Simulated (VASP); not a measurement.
## WSe2: single point with PBEsol+D3(BJ)

WSe2:

```
CELL_PARAMETERS angstrom
3.24911 0.00000 0.00000
-1.62456 2.81382 0.00000
0.00000 0.00000 12.64050
ATOMIC_POSITIONS crystal
W 0.33333 0.66667 0.25000
W 0.66667 0.33333 0.75000
Se 0.33333 0.66667 0.61723
Se 0.66667 0.33333 0.11723
Se 0.33333 0.66667 0.88277
Se 0.66667 0.33333 0.38277
```

This cell differs from its parent crystal: volume scaled by 1.03, then relaxed in part.

- Program: VASP 6.6.1
- Task: single point
- Functional: PBEsol
- Dispersion: D3(BJ)
- Potentials or basis: VASP PAW PBE potentials, release 64 (W_sv, Se)
- Cutoff: 520 eV
- k mesh: 12 × 12 × 2
- Occupations: gaussian, width 0.02 eV
- Spin: no spin polarisation
- Dipole correction: no
- Further INCAR settings: ALGO = Normal; EDIFF = 1e-06; NBANDS = 35

```yaml
Pressure: -1.3 GPa
Largest_force: 0.063 eV/Å
Band_gap_on_the_k_mesh: 0.81 eV, indirect (least direct gap 1.63 eV)
Dispersion_energy_per_atom: -0.462 eV
```

Forces on the atoms (eV/Å):
```
W    0.000  0.000  0.000
W    0.000  0.000  0.000
Se   0.000  0.000 -0.063
Se   0.000  0.000 -0.063
Se   0.000  0.000  0.063
Se   0.000  0.000  0.063
```

Stress tensor (GPa, compression positive):
```
-1.35  0.00  0.00
 0.00 -1.35  0.00
 0.00  0.00 -1.19
```

Levels at points of the mesh, in eV from the valence-band top:
| k point | band 22 | band 23 | band 24 | band 25 | band 26 | band 27 | band 28 | band 29 | band 30 | band 31 |
| --- | --- | --- | --- | --- | --- | --- | --- | --- | --- | --- |
| (0.00, 0.00, 0.00) | -1.47 | -1.47 | -1.35 | -0.91 | 0.00 | 2.68 | 2.68 | 2.75 | 2.75 | 2.76 |
| (0.50, 0.00, 0.00) | -2.51 | -1.58 | -1.38 | -1.38 | -1.02 | 2.22 | 2.25 | 2.27 | 2.76 | 2.89 |
| (0.00, 0.00, 0.50) | -1.51 | -1.51 | -1.51 | -0.21 | -0.21 | 2.68 | 2.68 | 2.68 | 2.68 | 2.93 |
| (0.50, 0.00, 0.50) | -2.71 | -1.45 | -1.45 | -1.20 | -1.20 | 2.24 | 2.24 | 2.55 | 2.55 | 3.35 |

Wall time 84 s on 1 thread of Intel(R) Xeon(R) 6975P-C (Granite Rapids), with other jobs on the host, peak memory 0.3 GiB.

Caveat: the PAW data sets were made with another functional, which shifts forces and pressure a little; spin-orbit coupling is left out, which moves the levels of the heavy elements. A k mesh can miss the band edges.
